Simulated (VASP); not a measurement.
Crystal: Cd3SnS4.

```
Cd Sn S
1.0
     2.98436    1.72302    6.07904
    -2.98436    1.72302    6.07904
     0.00000   -3.44604    6.07904
Cd Sn S
3 1 4
Cartesian
  0.0000 1.7230 6.0790
  -1.4922 -0.8615 6.0790
  1.4922 -0.8615 6.0790
  0.0000 0.0000 9.1186
  0.0000 0.0000 7.1250
  0.0000 0.0000 11.1121
  0.0000 0.0000 5.2952
  0.0000 0.0000 12.9419
```

The cell was built from a structure type or drawn by symmetry, and may not be a known phase.

| Property | Result |
| --- | --- |
| Program | VASP 6.6.1 |
| Task | relaxation of cell and atoms |
| Functional | PBE |
| Potentials or basis | VASP PAW PBE potentials, release 64 (Cd, Sn_d, S) |
| Cutoff | 600 eV |
| k mesh | 3 × 3 × 3 |
| Occupations | gaussian, width 0.15 eV |
| Spin | no spin polarisation |

At the start: pressure 119.2 GPa; volume 23.44 Å³/atom.

How do energy, volume and symmetry change on relaxing?

Over 25 steps the energy falls by 6416.2 meV/atom and the volume is 46.60 Å³/atom (+98.8 %); space group R-3m (No. 166, to 0.1 Å) before and after.

Step by step:
```
step  energy change (eV)  largest force (eV/Å)  pressure (GPa)  volume (Å³)
   1              0.0000               30.9672          119.20       187.55
   2            -13.8915                2.8012          -17.93      1168.20
   3            -43.0590                2.6227           -0.94       521.87
   4            -43.2789                2.9798           -0.85       507.19
   5            -45.0318               10.4300            5.83       321.43
   6            -44.5799                6.8466            0.96       401.48
   7            -44.9120                8.1833            2.17       370.70
   8            -44.9946                8.7441            2.83       358.71
   9            -47.6563                2.4690           -4.08       413.39
  10            -47.9225                2.6019           -2.99       395.52
  11            -49.3493                2.2528           -1.66       359.95
  12            -49.9134                1.1304            1.98       322.44
  13            -49.9338                1.4069            1.09       328.92
  14            -49.9348                1.3455            1.29       327.41
  15            -50.2418                1.1271            0.90       333.12
  16            -50.4173                1.8134            0.72       341.27
  17            -50.7715                1.3310           -0.10       354.23
  18            -51.1490                0.6269           -1.05       380.27
  19            -51.2011                0.4708           -1.29       392.69
  20            -51.2180                0.7816            1.08       371.31
  21            -51.2934                0.1808           -0.12       381.07
  22            -51.3226                0.1152           -0.05       375.97
  23            -51.3284                0.1003            0.01       372.66
  24            -51.3284                0.0996            0.02       372.44
  25            -51.3298                0.0253           -0.06       372.80
```

Final structure:
```yaml
crystal:
  lattice:
    - [3.44629, 1.98972, 9.06106]
    - [-3.44629, 1.98972, 9.06106]
    - [0.00000, -3.97943, 9.06106]
  atoms:
    - { symbol: Cd, position: [0.50000, 0.50000, 0.00000] }
    - { symbol: Cd, position: [0.00000, 0.50000, 0.50000] }
    - { symbol: Cd, position: [0.50000, 0.00000, 0.50000] }
    - { symbol: Sn, position: [0.50000, 0.50000, 0.50000] }
    - { symbol: S, position: [0.40478, 0.40478, 0.40478] }
    - { symbol: S, position: [0.59522, 0.59522, 0.59522] }
    - { symbol: S, position: [0.27607, 0.27607, 0.27607] }
    - { symbol: S, position: [0.72393, 0.72393, 0.72393] }
```

Caveat: the k points lie up to 0.36 Å⁻¹ apart in the final cell; the volume moved by over 15 % at a fixed basis, so the end points are rough.
